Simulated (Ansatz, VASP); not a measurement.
# One calculation of Ca, two programs

```
Ca
1.0
     4.02115    0.00000    0.00000
    -2.01058    3.48242    0.00000
     0.00000    0.00000   13.17750
Ca
4
Direct
  0.00000 0.00000 0.00000
  0.00000 0.00000 0.50000
  0.33333 0.66667 0.25000
  0.66667 0.33333 0.75000
```

Alike in both runs: task single point; functional BLYP; k mesh 11 × 11 × 3; occupations fermi-dirac, width 0.1 eV; no spin polarisation.

|  | VASP | Ansatz |
| --- | --- | --- |
| version | VASP 6.6.1 | Ansatz 0.2.0 |
| potentials or method | VASP PAW PBE potentials, release 64 (Ca_sv), cutoff 520 eV | plane waves (420 eV) with PAW, scalar-relativistic |
| valence electrons in the cell | 40 | 40 |

|  | VASP | Ansatz | Ansatz less VASP |
| --- | --- | --- | --- |
| pressure (GPa) | -1.1 | -1.1 | -0.01 |

VASP's potentials were made for PBE, not for BLYP.
